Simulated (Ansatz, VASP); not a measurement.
One calculation of PbSe, two programs

```
CELL_PARAMETERS angstrom
3.77890 0.00000 0.00000
0.00000 3.77890 0.00000
0.00000 0.00000 3.77890
ATOMIC_POSITIONS crystal
Pb 0.00000 0.00000 0.00000
Se 0.50000 0.50000 0.50000
```

Alike in both runs: task single point; functional PBE; k mesh 10 × 10 × 10; occupations gaussian, width 0.05 eV; no spin polarisation.

|  | VASP | Ansatz |
| --- | --- | --- |
| version | VASP 6.6.1 | Ansatz 0.2.0 |
| potentials or method | VASP PAW PBE potentials, release 64 (Pb_d, Se), cutoff 520 eV | scalar-relativistic, plane waves, PAW |
| valence electrons in the cell | 20 | 30 |

Ansatz gave:

| Quantity | Value |
| --- | --- |
| gap on the k mesh at the Fermi level (eV) | none |
| pressure (GPa) | 0.2 |

Q: Estimate VASP's values.

A: gap on the k mesh at the Fermi level (eV): none; pressure (GPa): 0.1.

A gap of «none» marks a metal or a gap that the smearing closes. VASP's potentials hold 20 valence electrons a cell and Ansatz's 30, so a difference there can come from the potentials and not from the codes.

Spin-orbit coupling is off throughout.
